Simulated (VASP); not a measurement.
A run of VASP 6.6.1:

File INCAR:

```
PREC = Accurate
ENCUT = 600
EDIFF = 1E-7
ISMEAR = -1
SIGMA = 0.05
LREAL = F
LASPH = T
NELM = 80
ALGO = Normal
ISIF = 3
LWAVE = F
LCHARG = F
GGA = PE
IBRION = 2
NSW = 60
EDIFFG = -0.02
```

Contents of KPOINTS:

```
Automatic mesh
0
Gamma
  15 15 8
```

POSCAR

```
Br
1.0
    3.3300000000      0.0000000000      0.0000000000
   -1.6650000000      2.8838645946      0.0000000000
    0.0000000000      0.0000000000      5.4378900000
Br
2
Direct
    0.3333333333      0.6666666667      0.2500000000
    0.6666666667      0.3333333333      0.7500000000
```

Potentials or basis: VASP PAW PBE potentials, release 64 (Br).

Launch:

```console
$ cat potpaw_PBE.64/Br/POTCAR > POTCAR
$ mpirun -np 1 vasp_std > vasp.out
```

Hardware: 1 thread of AMD EPYC 9R45 (Zen 5), on a shared host.

How long does it take, and how much memory?

Wall time 3.1 min on 1 thread of AMD EPYC 9R45 (Zen 5), on a shared host, peak memory 0.21 GiB. Counts: scf iterations 27, k points 135, ion steps 3.
